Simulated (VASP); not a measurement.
Input of a VASP 6.6.1 run:

File INCAR:

```
SYSTEM = Ga4SbAs3
PREC = Accurate ; ENCUT = 520
EDIFF = 1E-6 ; ISMEAR = -1
SIGMA = 0.02 ; LREAL = .FALSE.
LASPH = .TRUE. ; NELM = 80
ALGO = Normal ; ISIF = 2
LWAVE = .FALSE. ; LCHARG = .TRUE.
GGA = PE ; LELF = .TRUE.
LVHAR = .TRUE. ; NBANDS = 46
```

Contents of KPOINTS:

```
Automatic mesh
0
G
  12 12 2
  0 0 0
```

POSCAR

```
Ga4SbAs3
1.0
    4.0805802450      0.0000000000      0.0000000000
   -2.0402901225      3.5338861544      0.0000000000
    0.0000000000      0.0000000000     13.4668381345
As Sb Ga
3 1 4
Direct
    0.6666666667      0.3333333333     -0.0073176694
    0.6666666667      0.3333333333      0.5069410728
    0.3333333333      0.6666666667      0.7496272583
    0.3333333333      0.6666666667      0.2487977034
    0.6666666667      0.3333333333      0.8092166217
    0.6666666667      0.3333333333      0.3247864991
    0.3333333333      0.6666666667      0.5662188477
    0.3333333333      0.6666666667      0.0517296665
```

Potentials or basis: VASP PAW PBE potentials, release 64 (As, Sb, Ga_d).

Launch:

```sh
$ cat potpaw_PBE.64/As/POTCAR potpaw_PBE.64/Sb/POTCAR potpaw_PBE.64/Ga_d/POTCAR > POTCAR
$ mpirun -np 1 vasp_std > vasp.out
```

(1) Estimate the band gap on the k mesh.

(2) Estimate the largest force.

Answers

(1) zero (bands 36 and 37 overlap by 0.03 eV).

(2) 0.065 eV/Å.

Caveat: semilocal functionals underestimate gaps, and a narrow one can read as zero; spin-orbit coupling is left out, which moves the levels of the heavy elements.
